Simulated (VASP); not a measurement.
A run of VASP 6.6.1 is set up as follows.

File INCAR:

```
  PREC = Accurate
  ENCUT = 520
  EDIFF = 1E-7
  ISMEAR = 0
  SIGMA = 0.02
  LREAL = Auto
  LASPH = T
  NELM = 80
  ALGO = Normal
  ISIF = 2
  LWAVE = F
  LCHARG = F
  GGA = PE
  NBANDS = 56
```

File KPOINTS:

```
Automatic mesh
0
Gamma
  2 2 1
```

POSCAR

```
HC18F
1.0
    7.3980000000      0.0000000000      0.0000000000
   -3.6990000000      6.4068560000      0.0000000000
    0.0000000000      0.0000000000     11.0000000000
C F H
18 1 1
Direct
    0.0029205382      0.0134160968      0.0851152727
    0.2251385259      0.1245809177      0.0857027273
    0.0042644160      0.3455999323      0.0874910000
    0.2239660635      0.4557247736      0.0844389091
    0.0019652376      0.6778880312      0.0853199091
    0.2264126069      0.7901363789      0.0859061818
    0.3374452011      0.0122194100      0.0870740909
    0.5572127527      0.1220426993      0.0889720909
    0.3348174104      0.3442420120      0.0836220000
    0.5595703770      0.4568279668      0.0821349091
    0.3364049784      0.6801262585      0.0840675455
    0.5585983308      0.7914802518      0.0825383636
    0.6685493354      0.0109832342      0.0868919091
    0.8930099341      0.1234653939      0.0869992727
    0.6697204189      0.3466714407      0.0879729091
    0.8922544124      0.4581325068      0.0877900000
    0.6710822770      0.6795787200      0.0794951818
    0.8907430793      0.7891906732      0.0824982727
    0.6384783113      0.6077462955      0.3247469091
    0.6387617170      0.5157215957      0.2654652727
```

Potentials or basis: VASP PAW PBE potentials, release 64 (C, F, H).

Launch:

```bash
$ cat potpaw_PBE.64/C/POTCAR potpaw_PBE.64/F/POTCAR potpaw_PBE.64/H/POTCAR > POTCAR
$ mpirun -np 1 vasp_std > vasp.out
```

Question: Estimate the largest force.

Answer: 0.590 eV/Å.

Question: Estimate the band gap on the k mesh.

Answer: 0.19 eV.

Forces in eV/Å, atoms in the order of the input:
```
C   -0.048  0.053 -0.012
C    0.027 -0.031 -0.016
C   -0.044  0.027 -0.028
C    0.052 -0.034  0.010
C   -0.029  0.038 -0.025
C    0.042 -0.039 -0.005
C   -0.019  0.047 -0.035
C    0.022 -0.040 -0.091
C   -0.032  0.045  0.001
C    0.028 -0.028 -0.022
C   -0.049  0.051  0.005
C    0.036 -0.062 -0.015
C   -0.032  0.060 -0.043
C    0.052 -0.052 -0.031
C   -0.020  0.040 -0.152
C    0.030 -0.034 -0.066
C   -0.027  0.026 -0.037
C    0.029 -0.039 -0.027
F    0.011  0.026  0.589
H   -0.029 -0.055  0.001
```

Caveat: the k points lie up to 0.49 Å⁻¹ apart.
